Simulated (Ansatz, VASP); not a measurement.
**CdPtF3: VASP beside Ansatz**

The input INCAR:

```
SYSTEM = CdPtF3
PREC = Accurate
ENCUT = 520
EDIFF = 1E-6
ISMEAR = 0
SIGMA = 0.1
LREAL = .FALSE.
LASPH = .TRUE.
NELM = 100
ALGO = Normal
ISIF = 2
LWAVE = .FALSE.
LCHARG = .FALSE.
GGA = PE
NBANDS = 30
```

The input KPOINTS:

```
regular mesh
0
G
  6 6 4
  0 0 0
```

Contents of POSCAR:

```
CdPtF3
1.0
    3.7623323100      0.0000000000      0.0000000000
   -1.8811661600      3.2582753600      0.0000000000
    0.0000000000      0.0000000000      6.9807271600
Cd Pt F
1 1 3
Direct
    0.0000000000      0.0000000000      0.5000000000
    0.0000000000      0.0000000000      0.0000000000
    0.5209967500      0.0000000000      0.5000000000
    0.0000000000      0.5209967500      0.5000000000
    0.4790032500      0.4790032500      0.5000000000
```

Input for Ansatz:

```yaml
crystal:
  lattice:
    - [3.76233231, 0.0, 0.0]
    - [-1.88116616, 3.25827536, 0.0]
    - [0.0, 0.0, 6.98072716]
  atoms:
    - { symbol: Cd, position: [0.0, 0.0, 0.5] }
    - { symbol: Pt, position: [0.0, 0.0, 0.0] }
    - { symbol: F, position: [0.52099675, 0.0, 0.5] }
    - { symbol: F, position: [0.0, 0.52099675, 0.5] }
    - { symbol: F, position: [0.47900325, 0.47900325, 0.5] }
basis:
  ecutwfc: 420
kpoints:
  mp_grid: { grid: [6, 6, 4] }
hamiltonian:
  xc: pbe
scf:
  occupations: { method: gaussian, width: 0.1 }
  lower_state_search: "off"
output:
  forces: true
  stress: true
  eigenvalues: true
```

Alike in both runs: task single point; functional PBE; k mesh 6 × 6 × 4; occupations gaussian, width 0.1 eV; no spin polarisation.

|  | VASP | Ansatz |
| --- | --- | --- |
| version | VASP 6.6.1 | Ansatz 0.2.0 |
| potentials or method | VASP PAW PBE potentials, release 64 (Cd, Pt, F), cutoff 520 eV | scalar-relativistic, plane waves, PAW |
| valence electrons in the cell | 43 | 59 |

|  | VASP | Ansatz | Ansatz less VASP |
| --- | --- | --- | --- |
| gap on the k mesh at the Fermi level (eV) | none | none | - |
| rms of the force components (eV/Å) | 1.514 | 1.326 | -0.1880 |

Atom by atom the forces differ by 0.188 eV/Å (rms over components). A gap of «none» marks a metal or a gap that the smearing closes. The functional is the same, so the differences come from potentials, cutoffs and numerics. VASP's potentials hold 43 valence electrons a cell and Ansatz's 59, so a difference there can come from the potentials and not from the codes.

Neither program's run includes spin-orbit coupling.
